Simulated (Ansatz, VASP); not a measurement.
Two plane-wave programs on SnO2

```
Sn O
1.0
     4.70684    0.00000    0.00000
     0.00000    4.78408    0.00000
     0.00000    0.00000    3.18596
Sn O
2 4
Direct
  0.50000 0.50000 0.50000
  0.00000 0.00000 0.00000
  0.29185 0.32104 0.00000
  0.79185 0.17896 0.50000
  0.20814 0.82104 0.50000
  0.70815 0.67896 0.00000
```

Alike in both runs: task single point; functional LDA; k mesh 4 × 4 × 6; no spin polarisation.

|  | VASP | Ansatz |
| --- | --- | --- |
| version | VASP 6.6.1 | Ansatz 0.2.0 |
| potentials or method | VASP PAW LDA potentials, release 64 (Sn_d, O), cutoff 520 eV | plane waves, PAW |
| occupations | gaussian, width 0.01 eV | fixed |
| valence electrons in the cell | 52 | 52 |

|  | VASP | Ansatz | Ansatz less VASP |
| --- | --- | --- | --- |
| pressure (GPa) | -0.9 | -1.9 | -1.02 |
| traceless stress, the component that is largest in VASP (GPa) | 0.98 | 0.64 | -0.336 |

LDA's correlation is that of Perdew and Zunger in VASP and of Perdew and Wang (1992) in Ansatz.
